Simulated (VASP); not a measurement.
Input of a VASP 6.6.1 run:

INCAR

```
PREC = Accurate
ENCUT = 520
EDIFF = 1E-6
ISMEAR = 0
SIGMA = 0.01
LREAL = F
LASPH = T
NELM = 60
ALGO = Normal
ISIF = 2
LWAVE = F
LCHARG = F
GGA = PS
NBANDS = 16
```

The input KPOINTS:

```
Automatic mesh
0
Gamma
  6 6 6
```

POSCAR

```
CdSe
1.0
    3.0565209857      3.0565209857      0.0000000000
   -3.0565209857      3.0565209857      0.0000000000
    0.0000000000      3.0565209857      3.0207288430
Cd Se
1 1
Direct
    0.0000000000      0.0000000000      0.0000000000
    0.7500000000      0.2500000000      0.5000000000
```

Potentials or basis: VASP PAW PBE potentials, release 64 (Cd, Se).

Run with:

```console
$ cat potpaw_PBE.64/Cd/POTCAR potpaw_PBE.64/Se/POTCAR > POTCAR
$ mpirun -np 1 vasp_std > vasp.out
```

Problem. Estimate the band gap on the k mesh.

Solution. 0.45 eV, direct.

Problem. Predict the pressure.

Solution. 0.2 GPa.

Stress tensor (GPa, compression positive):
```
0.08 0.00 0.00
0.00 0.08 0.00
0.00 0.00 0.29
```

Caveat: the cell differs from its parent crystal (in-plane strain +0.005, then relaxed in part); the PAW data sets were made with another functional, which shifts forces and pressure a little.
